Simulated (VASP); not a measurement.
Here is a VASP 6.6.1 calculation.

INCAR

```
SYSTEM = Al
ALGO = Normal
EDIFF = 1E-7
ENCUT = 520
GGA = PE
ISIF = 2
ISMEAR = 1
LASPH = .TRUE.
LCHARG = .FALSE.
LREAL = .FALSE.
LWAVE = .FALSE.
NBANDS = 8
NELM = 80
PREC = Accurate
SIGMA = 0.1
```

Contents of KPOINTS:

```
k-points
0
G
  12 12 12
  0 0 0
```

Contents of POSCAR:

```
Al
1.0
    0.0000000000      2.0901711006      2.0901711006
    2.0901711006      0.0000000000      2.0901711006
    2.0901711006      2.0901711006      0.0000000000
Al
1
Direct
    0.0000000000      0.0000000000      0.0000000000
```

Potentials or basis: VASP PAW PBE potentials, release 64 (Al).

Launch:

```sh
$ cat potpaw_PBE.64/Al/POTCAR > POTCAR
$ mpirun -np 1 vasp_std > vasp.out
```

Problem. Predict the pressure.

Solution. -6.4 GPa.
